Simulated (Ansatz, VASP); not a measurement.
**Two plane-wave programs on ZrS**

INCAR

```
PREC     = Accurate       # precision mode
ENCUT    = 520            # plane-wave cutoff, eV
EDIFF    = 1E-6           # SCF threshold, eV
ISMEAR   = 0              # smearing method
SIGMA    = 0.15           # smearing width, eV
LREAL    = False          # projectors in reciprocal space
LASPH    = True           # aspherical terms in the spheres
NELM     = 100            # most SCF steps
ALGO     = Normal         # electronic algorithm
ISIF     = 2              # what is computed and relaxed
LWAVE    = False          # write WAVECAR
LCHARG   = False          # write CHGCAR
GGA      = PS             # functional
NBANDS   = 16             # bands
```

File KPOINTS:

```
regular mesh
0
Gamma
  16 16 16
```

The input POSCAR:

```
ZrS
1.0
    0.0000000000      2.6643750000      2.7037500000
    2.6643750000      0.0000000000      2.7037500000
    2.6643750000      2.6643750000      0.0000000000
Zr S
1 1
Direct
    0.0000000000      0.0000000000      0.0000000000
    0.5000000000      0.5000000000      0.5000000000
```

Input for Ansatz:

```yaml
crystal:
  lattice:
    - [0.0, 2.664375, 2.70375]
    - [2.664375, 0.0, 2.70375]
    - [2.664375, 2.664375, 0.0]
  atoms:
    - { symbol: Zr, position: [0.0, 0.0, 0.0] }
    - { symbol: S, position: [0.5, 0.5, 0.5] }
basis:
  ecutwfc: 420
kpoints:
  mp_grid: { grid: [16, 16, 16] }
hamiltonian:
  xc: pbesol
scf:
  occupations: { method: gaussian, width: 0.15 }
output:
  forces: true
  stress: true
  eigenvalues: true
  write_density: true
  write_potential: true
  elf: true
  volumetric_format: npy
```

Change from the starting cell: strain +0.015 along x and y, +0.030 along z, atoms carried along.

Alike in both runs: task single point; functional PBEsol; k mesh 16 × 16 × 16; occupations gaussian, width 0.15 eV; no spin polarisation.

```csv
,VASP,Ansatz
version,VASP 6.6.1,Ansatz 0.2.0
potentials or method,"VASP PAW PBE potentials, release 64 (Zr_sv, S), cutoff 520 eV","scalar-relativistic, plane waves, PAW"
valence electrons in the cell,18,18
```

|  | VASP | Ansatz | Ansatz less VASP |
| --- | --- | --- | --- |
| gap on the k mesh at the Fermi level (eV) | none | none | - |
| pressure (GPa) | -12.3 | -12.5 | -0.16 |
| traceless stress, the component that is largest in VASP (GPa) | -1.51 | -1.49 | +0.017 |

VASP's potentials were made for PBE, not for PBEsol. A gap of «none» marks a metal or a gap that the smearing closes. The functional is the same, so the differences come from potentials, cutoffs and numerics.
